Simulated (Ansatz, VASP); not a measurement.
One calculation of Sb, two programs

```
Sb
1.0
    -1.57654    1.57654    2.71194
     1.57654   -1.57654    2.71194
     1.57654    1.57654   -2.71194
Sb
1
Direct
  0.00000 0.00000 0.00000
```

Alike in both runs: task single point; functional r2SCAN; k mesh 12 × 12 × 12; occupations fermi-dirac, width 0.01 eV; no spin polarisation.

```csv
,VASP,Ansatz
version,VASP 6.6.1,Ansatz 0.2.0
potentials or method,"VASP PAW PBE potentials, release 64 (Sb)","plane waves, PAW"
plane-wave cutoff (eV),520,500
valence electrons in the cell,5,15
```

```csv
,VASP,Ansatz,Ansatz less VASP
pressure (GPa),1.1,1.2,+0.08
"traceless stress, the component that is largest in VASP (GPa)",0.61,0.67,+0.058
```

VASP's potentials were made for PBE, not for r2SCAN. VASP's potentials hold 5 valence electrons a cell and Ansatz's 15, so a difference there can come from the potentials and not from the codes. Ansatz's warnings: stress scf threshold loose.

Spin-orbit coupling is off throughout.
